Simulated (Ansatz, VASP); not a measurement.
**Rh in VASP and in Ansatz**

Contents of INCAR:

```
SYSTEM = Rh
  ALGO = Fast
  EDIFF = 1E-6
  ENCUT = 520
  GGA = PE
  ISIF = 2
  ISMEAR = -1
  LASPH = .True.
  LCHARG = .True.
  LELF = .True.
  LREAL = .False.
  LVHAR = .True.
  LWAVE = .False.
  NBANDS = 22
  NELM = 100
  PREC = Accurate
  SIGMA = 0.05
```

File KPOINTS:

```
k-points
0
Gamma
  11 11 6
  0 0 0
```

POSCAR

```
Rh
1.0
    2.7309790422      0.0000000000      0.0000000000
   -1.3654895211      2.3650972278      0.0000000000
    0.0000000000      0.0000000000      4.4284890000
Rh
2
Direct
    0.3268750000      0.6463710000      0.2421170000
    0.6651250000      0.3500480000      0.7605450000
```

Contents of input.yaml:

```yaml
crystal:
  lattice:
    - [2.7309790422, 0.0, 0.0]
    - [-1.3654895211, 2.3650972278, 0.0]
    - [0.0, 0.0, 4.428489]
  atoms:
    - { symbol: Rh, position: [0.326875, 0.646371, 0.242117] }
    - { symbol: Rh, position: [0.665125, 0.350048, 0.760545] }
kpoints:
  mp_grid: { grid: [11, 11, 6] }
scf:
  occupations: { method: fermi_dirac, width: 0.05 }
hamiltonian:
  xc: pbe
  pseudopotentials: { kind: all_electron, lapw: { basis_error: 0.001 } }
output:
  forces: true
  stress: true
  eigenvalues: true
  populations: true
```

Change from the starting cell: atoms moved at random, drawn with an rms of 0.05 Å.

Alike in both runs: task single point; functional PBE; k mesh 11 × 11 × 6; occupations fermi-dirac, width 0.05 eV; no spin polarisation.

|  | VASP | Ansatz |
| --- | --- | --- |
| version | VASP 6.6.1 | Ansatz 0.2.0 |
| potentials or method | VASP PAW PBE potentials, release 64 (Rh_pv), cutoff 520 eV | all-electron LAPW, scalar-relativistic |

|  | VASP | Ansatz | Ansatz less VASP |
| --- | --- | --- | --- |
| gap on the k mesh at the Fermi level (eV) | none | none | - |
| pressure (GPa) | -2.3 | -2.3 | -0.04 |
| traceless stress, the component that is largest in VASP (GPa) | -0.96 | -0.93 | +0.025 |
| rms of the force components (eV/Å) | 0.504 | 0.503 | -0.0012 |

Atom by atom the forces differ by 0.001 eV/Å (rms over components). A gap of «none» marks a metal or a gap that the smearing closes. Ansatz ran all-electron here, and VASP with PAW potentials.
